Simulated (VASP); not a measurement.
# CoO (Fm-3m) in VASP: a series of runs

The runs below take CoO through single point, relaxation of cell and atoms, with PBE.

Everything below comes from runs of VASP 6.6.1. Logs are shortened: lines on timing, memory, paths and dates and some standing lists are left out, and cuts for length are marked.

**1. The cell of the first run**

Symmetry: Fm-3m, No. 225, cubic system. Conventional cell: a = 4.248 Å, b = 4.248 Å, c = 4.248 Å, α = 90.00°, β = 90.00°, γ = 90.00°. Co (site symmetry m-3m) has 6 O at 2.12 Å within 2.8 Å. O (site symmetry m-3m) has 6 Co at 2.12 Å within 2.8 Å.

**2. Single point, PBE, collinear spin, ferromagnetic start**

INCAR

```
SYSTEM = CoO
PREC = Accurate ; ENCUT = 520
EDIFF = 1E-7 ; ISMEAR = 0
SIGMA = 0.1 ; LREAL = .False.
LASPH = .True. ; NELM = 150
ALGO = Normal ; ISIF = 2
LWAVE = .False. ; LCHARG = .False.
ISPIN = 2 ; MAGMOM = 2.74 2.74 0.35 0.35
LORBIT = 11 ; LMAXMIX = 4
GGA = PE ; NBANDS = 27
```

KPOINTS

```
regular mesh
0
Gamma
  12 12 8
  0 0 0
```

POSCAR

```
CoO
1.0
    3.0040110168      0.0000000000      0.0000000000
    0.0000000000      3.0040110168      0.0000000000
    0.0000000000      0.0000000000      4.2483131215
Co O
2 2
Direct
    0.0000000000      0.0000000000      0.0000000000
    0.5000000000      0.5000000000      0.5000000000
    0.0000000000      0.0000000000      0.5000000000
    0.5000000000      0.5000000000      0.0000000000
```

Potentials or basis: VASP PAW PBE potentials, release 64 (Co, O).

Run with:

```bash
$ cat potpaw_PBE.64/Co/POTCAR potpaw_PBE.64/O/POTCAR > POTCAR
$ mpirun -np 1 vasp_std > vasp.out
```

OUTCAR:

```text
SYSTEM = CoO
   PREC = Accurate
   ENCUT = 520
   EDIFF = 1E-7
   ISMEAR = 0
   LREAL = .False.
   LASPH = .True.
   NELM = 150
   ISIF = 2
   ISPIN = 2
   LORBIT = 11
   GGA = PE

 ion  position               nearest neighbor table
   1  0.000  0.000  0.000-   4 2.12   4 2.12   4 2.12   4 2.12   3 2.12   3 2.12   2 3.00   2 3.00
                             2 3.00   2 3.00   2 3.00   2 3.00   2 3.00   2 3.00
   2  0.500  0.500  0.500-   3 2.12   3 2.12   3 2.12   3 2.12   4 2.12   4 2.12   1 3.00   1 3.00
                             1 3.00   1 3.00   1 3.00   1 3.00   1 3.00   1 3.00
   3  0.000  0.000  0.500-   2 2.12   2 2.12   2 2.12   2 2.12   1 2.12   1 2.12
   4  0.500  0.500  0.000-   1 2.12   1 2.12   1 2.12   1 2.12   2 2.12   2 2.12

  LATTYP: Found a simple tetragonal cell.
 ALAT       =     3.0040110168
 C/A-ratio  =     1.4142135624

  Lattice vectors:

 A1 = (   3.0040110168,   0.0000000000,   0.0000000000)
 A2 = (   0.0000000000,   3.0040110168,   0.0000000000)
 A3 = (   0.0000000000,   0.0000000000,   4.2483131215)

Analysis of symmetry for initial positions (statically):
=====================================================================
 Subroutine PRICEL returns following result:

  LATTYP: Found a face centered cubic cell.
 ALAT       =     4.2483131215
[... 12 lines left out ...]
 Subroutine GETGRP returns: Found 16 space group operations
 (whereof 16 operations were pure point group operations)
 out of a pool of 16 trial point group operations.

The static configuration has the point symmetry D_4h.

Analysis of symmetry for dynamics (positions and initial velocities):
=====================================================================
 Subroutine PRICEL returns following result:

  LATTYP: Found a face centered cubic cell.
 ALAT       =     4.2483131215
[... 12 lines left out ...]
 Subroutine GETGRP returns: Found 16 space group operations
 (whereof 16 operations were pure point group operations)
 out of a pool of 16 trial point group operations.

The dynamic configuration has the point symmetry D_4h.

Analysis of structural, dynamic, and magnetic symmetry:
=====================================================================
 Subroutine PRICEL returns following result:

  LATTYP: Found a face centered cubic cell.
 ALAT       =     4.2483131215
[... 12 lines left out ...]
 Subroutine GETGRP returns: Found 16 space group operations
 (whereof 16 operations were pure point group operations)
 out of a pool of 16 trial point group operations.

The overall configuration has the point symmetry D_4h.

 Subroutine INISYM returns: Found 16 space group operations
 (whereof 16 operations are pure point group operations),
 and found     2 'primitive' translations

----------------------------------------------------------------------------------------

                                     Primitive cell

  volume of cell :      19.1686

  direct lattice vectors                    reciprocal lattice vectors
    -1.502005508 -1.502005508 -2.124156561    -0.332888260  0.000000000 -0.235387546
     1.502005508 -1.502005508 -2.124156561     0.332888260  0.000000000 -0.235387546
     0.000000000 -3.004011017 -0.000000000     0.000000000 -0.332888260  0.235387546

  length of vectors
     3.004011017  3.004011017  3.004011017     0.407703189  0.407703189  0.407703189

  position of ions in fractional coordinates (direct lattice)
     0.000000000  0.000000000  0.000000000
     0.500000000  0.500000000  0.500000000

  ion indices of the primitive-cell ions
   primitive index   ion index
                 1           1
                 2           3

----------------------------------------------------------------------------------------

 KPOINTS: regular mesh

Automatic generation of k-mesh.
 Grid dimensions read from file:
 generate k-points for:   12   12    8

 Generating k-lattice:

  Cartesian coordinates                     Fractional coordinates (reciprocal lattice)
     0.027740688  0.000000000  0.000000000     0.083333333  0.000000000  0.000000000
     0.000000000  0.027740688  0.000000000     0.000000000  0.083333333  0.000000000
     0.000000000  0.000000000  0.029423443     0.000000000  0.000000000  0.125000000

  Length of vectors
     0.027740688  0.027740688  0.029423443

  Shift w.r.t. Gamma in fractional coordinates (k-lattice)
     0.000000000  0.000000000  0.000000000

 Subroutine IBZKPT returns following result:
 ===========================================

 Found    140 irreducible k-points:

 Following reciprocal coordinates:
            Coordinates               Weight
  0.000000  0.000000  0.000000      1.000000
  0.083333  0.000000  0.000000      4.000000
  0.166667  0.000000  0.000000      4.000000
  0.250000  0.000000  0.000000      4.000000
  0.333333  0.000000  0.000000      4.000000
  0.416667  0.000000  0.000000      4.000000
[... 16 lines left out ...]
  0.333333  0.333333  0.000000      4.000000
  0.416667  0.333333  0.000000      8.000000
 [... further k-points ...]
   k-points           NKPTS =    140   k-points in BZ     NKDIM =    140   number of bands    NBANDS=     27
   number of dos      NEDOS =    301   number of ions     NIONS =      4
   total plane-waves  NPLWV =  18432
   dimension x,y,z NGX =    24 NGY =   24 NGZ =   32
   dimension x,y,z NGXF=    48 NGYF=   48 NGZF=   64
   ions per type =               2   2
   NGX,Y,Z   is equivalent  to a cutoff of  13.28, 13.28, 12.52 a.u.
   NGXF,Y,Z  is equivalent  to a cutoff of  26.56, 26.56, 25.04 a.u.
 SYSTEM =  CoO
   PREC   = accura    normal or accurate (medium, high low for compatibility)
   ISTART =      0    job   : 0-new  1-cont  2-samecut
   ICHARG =      2    charge: 1-file 2-atom 10-const
   ISPIN  =      2    spin polarized calculation?
   LNONCOLLINEAR =      F non collinear calculations
   LSORBIT =      F    spin-orbit coupling
   LASPH  =      T    aspherical Exc in radial PAW
   ENCUT  =  520.0 eV  38.22 Ry    6.18 a.u.   5.59  5.59  7.90*2*pi/ulx,y,z
   NELM   =    150;   NELMIN=  2; NELMDL= -5     # of ELM steps
   EDIFF  = 0.1E-06   stopping-criterion for ELM
   LREAL  =      F    real-space projection
   EDIFFG = 0.1E-05   stopping-criterion for IOM
   NSW    =      0    number of steps for IOM
   IBRION =     -1    ionic relax: 0-MD 1-quasi-New 2-CG
   NFREE  =      0    steps in history (QN), initial steepest desc. (CG)
   ISIF   =      2    stress and relaxation
   ISYM   =      2    0-nonsym 1-usesym 2-fastsym
   POTIM  = 0.5000    time-step for ionic-motion
   TEBEG  =    0.0;   TEEND  =   0.0 temperature during run
   PSTRESS=    0.0 pullay stress
   NELECT =      30.0000    total number of electrons
   NUPDOWN=      -1.0000    fix difference up-down
   EMIN   =  10.00;   EMAX   =-10.00  energy-range for DOS
   EFERMI =   0.00;   METHOD = LEGACY
   ISMEAR =     0;   SIGMA  =   0.10  broadening in eV -4-tet -1-fermi 0-gaus
   EFERMI_NEDOS =   21; number of points for ismear=-14 and -15
   IALGO  =     38    algorithm
   IMIX   =      4    mixing-type and parameters
     AMIX     =   0.40;   BMIX     =  1.00
     AMIX_MAG =   1.60;   BMIX_MAG =  1.00
  volume/ion in A,a.u.               =       9.58        64.68
  Fermi-wavevector in a.u.,A,eV,Ry     =   1.508604  2.850849 30.965329  2.275888
  Thomas-Fermi vector in A             =   2.619037
   LORBIT       =     11    0 simple, 1 ext, 2 COOP (PROOUT), +10 PAW based schemes
   GGA     = PE    functional components
   LHFCALC =     F    Hartree Fock is set to
   AEXX    =    0.0000 exact exchange contribution
   IVDW    =     0    specifies the selected vdW correction
   LEPSILON=     F    determine dielectric tensor
   LRPA    =     F    only Hartree local field effects (RPA)
 spin polarized calculation
 Gauss-broadening in eV      SIGMA  =   0.10
  energy-cutoff  :      520.00
  volume of cell :       38.34
 maximum number of plane-waves:      1056
 NGX is ok and might be reduce to    24

 number of electron      29.9999970 magnetization       5.7962168

 Free energy of the ion-electron system (eV)
  ---------------------------------------------------
  ext. energy  EPLUGINS =         0.00000000
  ---------------------------------------------------
  free energy    TOTEN  =       -26.11291093 eV

  energy without entropy =      -26.06980924  energy(sigma->0) =      -26.09136008

 E-fermi :   8.0172     XC(G=0): -12.4548

 val. band max:        8.0154953270   @ k =   0.4167   0.0000   0.3750
 cond. band min:       8.0175001973   @ k =   0.2500   0.0000   0.2500
 fundamental gap:      0.0020048703
 Fermi energy:         8.0171690535

 spin component 1

 k-point     1 :       0.0000    0.0000    0.0000
  band No.  band energies     occupation
      1     -12.2407      1.00000
      2     -10.9778      1.00000
      3       1.1757      1.00000
      4       3.6539      1.00000
      5       3.6539      1.00000
      6       4.0764      1.00000
[... 709 lines left out ...]
     26      23.6125      0.00000
     27      24.0014      0.00000

 [... further k-points ...]

 spin component 2

 k-point     1 :       0.0000    0.0000    0.0000
  band No.  band energies     occupation
      1     -11.7412      1.00000
      2     -10.3973      1.00000
      3       1.5835      1.00000
      4       4.1712      1.00000
      5       4.1712      1.00000
      6       5.4316      1.00000
[... 709 lines left out ...]
     26      24.2180      0.00000
     27      24.5928      0.00000

 [... further k-points ...]

------------------------ aborting loop because EDIFF is reached ----------------------------------------

  FORCE on cell =-STRESS in cart. coord.  units (eV):
  Direction    XX          YY          ZZ          XY          YZ          ZX
  --------------------------------------------------------------------------------------
  -------------------------------------------------------------------------------------
  Total       -0.1427408     -0.1427408     -0.1348198      0.0000000     -0.0000000      0.0000000
  in kB       -5.9653953     -5.9653953     -5.6343609      0.0000000     -0.0000000      0.0000000
  external PRESSURE =      -5.8550505 kB  Pullay stress =       0.0000000 kB

 VOLUME and BASIS-vectors are now :
 -----------------------------------------------------------------------------
  energy-cutoff  :      520.00
  volume of cell :       38.34
      direct lattice vectors                 reciprocal lattice vectors
     3.004011017  0.000000000  0.000000000     0.332888260  0.000000000  0.000000000
     0.000000000  3.004011017  0.000000000     0.000000000  0.332888260  0.000000000
     0.000000000  0.000000000  4.248313121     0.000000000  0.000000000  0.235387546

 POSITION                                       TOTAL-FORCE (eV/Angst)
 -----------------------------------------------------------------------------------
      0.00000      0.00000      0.00000        -0.000000     -0.000000      0.000000
      1.50201      1.50201      2.12416        -0.000000      0.000000      0.000000
      0.00000      0.00000      2.12416        -0.000000     -0.000000      0.000000
      1.50201      1.50201      0.00000         0.000000      0.000000     -0.000000
 -----------------------------------------------------------------------------------
    total drift:                                0.000000     -0.000000     -0.000000

  FREE ENERGIE OF THE ION-ELECTRON SYSTEM (eV)
  ---------------------------------------------------
  free  energy   TOTEN  =       -26.1129109289 eV

  energy  without entropy=      -26.0698092365  energy(sigma->0) =      -26.09136008

 total charge

# of ion       s       p       d       tot
------------------------------------------
    1        0.296   0.361   7.149   7.806
    2        0.296   0.361   7.149   7.806
    3        1.556   3.427   0.000   4.984
    4        1.556   3.427   0.000   4.984
--------------------------------------------------
tot          3.704   7.578  14.297  25.579

 magnetization (x)

# of ion       s       p       d       tot
------------------------------------------
    1        0.021   0.018   2.513   2.551
    2        0.021   0.018   2.513   2.551
    3        0.029   0.268   0.000   0.297
    4        0.029   0.268   0.000   0.297
--------------------------------------------------
tot          0.099   0.572   5.026   5.696
```

Wall time 8.4 min (1 thread of Intel Xeon 8259CL, shared host); peak memory 0.32 GiB.

What came out:

| Item | Value |
| --- | --- |
| Free energy | -26.1129 eV |
| Pressure | -0.6 GPa |
| Net moment | 5.80 μB per cell |
| Site moments | Co +2.55; O +0.30 μB |
| Valence electrons inside the program's atomic spheres | Co 7.81; O 4.98 |

Levels at points of the mesh, in eV from the Fermi level:
Spin up:
| k point | band 15 | band 16 | band 17 | band 18 | band 19 | band 20 | band 21 | band 22 |
| --- | --- | --- | --- | --- | --- | --- | --- | --- |
| (0.00, 0.00, 0.00) | -2.91 | -2.40 | -2.06 | -2.06 | 1.05 | 5.93 | 9.88 | 11.72 |
| (0.50, 0.00, 0.00) | -1.80 | -1.80 | 0.01 | 0.01 | 6.46 | 6.46 | 10.50 | 10.50 |
| (0.50, 0.50, 0.00) | -2.06 | -2.06 | -2.06 | -2.06 | 5.93 | 5.93 | 9.88 | 9.88 |
| (0.00, 0.00, 0.50) | -1.91 | -1.91 | -1.76 | -1.76 | 4.88 | 4.88 | 12.67 | 12.67 |
| (0.50, 0.00, 0.50) | 0.13 | 0.13 | 0.13 | 0.13 | 5.10 | 5.10 | 9.42 | 9.42 |
| (0.50, 0.50, 0.50) | -2.06 | -2.06 | -1.33 | -1.33 | 8.17 | 8.17 | 10.06 | 10.06 |
Spin down:
```
           k point  band 9  band 10  band 11  band 12  band 13  band 14  band 15  band 16
(0.00, 0.00, 0.00)   -2.25    -1.11    -1.11    -1.11     0.05     0.06     0.12     0.12
(0.50, 0.00, 0.00)   -0.44    -0.44    -0.04    -0.04     0.00     0.00     0.90     0.90
(0.50, 0.50, 0.00)   -2.25    -2.25     0.12     0.12     0.13     0.13     0.53     0.53
(0.00, 0.00, 0.50)   -1.70    -1.70    -0.01    -0.01    -0.01    -0.01     0.29     0.29
(0.50, 0.00, 0.50)   -0.13    -0.13    -0.13    -0.13     0.18     0.18     2.72     2.72
(0.50, 0.50, 0.50)   -0.39    -0.39    -0.39    -0.39     0.13     0.13     0.89     0.89
```

Caveat: semilocal functionals often make such compounds metallic where correlation or magnetic order opens a gap, which also shifts bond lengths. With open d or f shells a metallic result of PBE can be an artefact of self-interaction; +U or a hybrid may open a gap.

**3. Single point, PBE, collinear spin, ferromagnetic start**

This run uses another cell than the first one: it holds 2 atoms, not 4.

INCAR

```
  ALGO = Normal
  EDIFF = 1E-7
  ENCUT = 520
  GGA = PE
  ISIF = 2
  ISMEAR = 0
  ISPIN = 2
  LASPH = True
  LCHARG = True
  LELF = True
  LMAXMIX = 4
  LORBIT = 11
  LREAL = False
  LVHAR = True
  LWAVE = False
  MAGMOM = 2.74 0.35
  NBANDS = 18
  NELM = 150
  PREC = Accurate
  SIGMA = 0.15
```

KPOINTS

```
k-points
0
Gamma
  24 24 24
```

POSCAR

```
CoO
1.0
    0.0000000000      2.1241565581      2.1241565581
    2.1241565581      0.0000000000      2.1241565581
    2.1241565581      2.1241565581      0.0000000000
Co O
1 1
Direct
    0.0000000000      0.0000000000      0.0000000000
    0.5000000000      0.5000000000      0.5000000000
```

Potentials or basis: VASP PAW PBE potentials, release 64 (Co, O).

Run with:

```bash
$ cat potpaw_PBE.64/Co/POTCAR potpaw_PBE.64/O/POTCAR > POTCAR
$ mpirun -np 1 vasp_std > vasp.out
```

Wall time 6.1 min (1 thread of Intel Xeon 8259CL, shared host); peak memory 0.33 GiB.

It converged, with:

| Quantity | Value |
| --- | --- |
| Free energy | -13.0703 eV |
| Pressure | -0.7 GPa |
| Net moment | 2.86 μB per cell |
| Site moments | Co +2.53; O +0.28 μB |
| Valence electrons inside the program's atomic spheres | Co 7.81; O 4.98 |

Levels at points of the mesh, in eV from the Fermi level:
Spin up:
```csv
k point,band 6,band 7,band 8,band 9,band 10,band 11,band 12,band 13
"(0.00, 0.00, 0.00)",-3.14,-3.04,-3.04,-3.04,1.05,16.89,18.21,18.21
"(0.50, 0.00, 0.00)",-2.31,-1.76,0.15,0.15,5.10,9.43,13.51,13.51
"(0.50, 0.50, 0.00)",-2.89,-2.37,-2.02,-2.02,5.94,9.88,11.74,15.86
```
Spin down:
| k point | band 3 | band 4 | band 5 | band 6 | band 7 | band 8 | band 9 | band 10 |
| --- | --- | --- | --- | --- | --- | --- | --- | --- |
| (0.00, 0.00, 0.00) | -2.61 | -2.61 | -1.11 | -1.11 | -1.11 | 0.06 | 0.06 | 1.58 |
| (0.50, 0.00, 0.00) | -4.68 | -4.68 | -0.13 | -0.13 | 0.18 | 2.72 | 2.72 | 5.38 |
| (0.50, 0.50, 0.00) | -3.86 | -3.86 | -2.24 | 0.13 | 0.13 | 0.54 | 1.01 | 6.78 |

Caveat: a cell with one magnetic atom can't hold antiferromagnetic order, which such compounds often take; semilocal functionals often make such compounds metallic where correlation or magnetic order opens a gap, which also shifts bond lengths. With open d or f shells a metallic result of PBE can be an artefact of self-interaction; +U or a hybrid may open a gap.

(Part 1 of 2 ends here.)
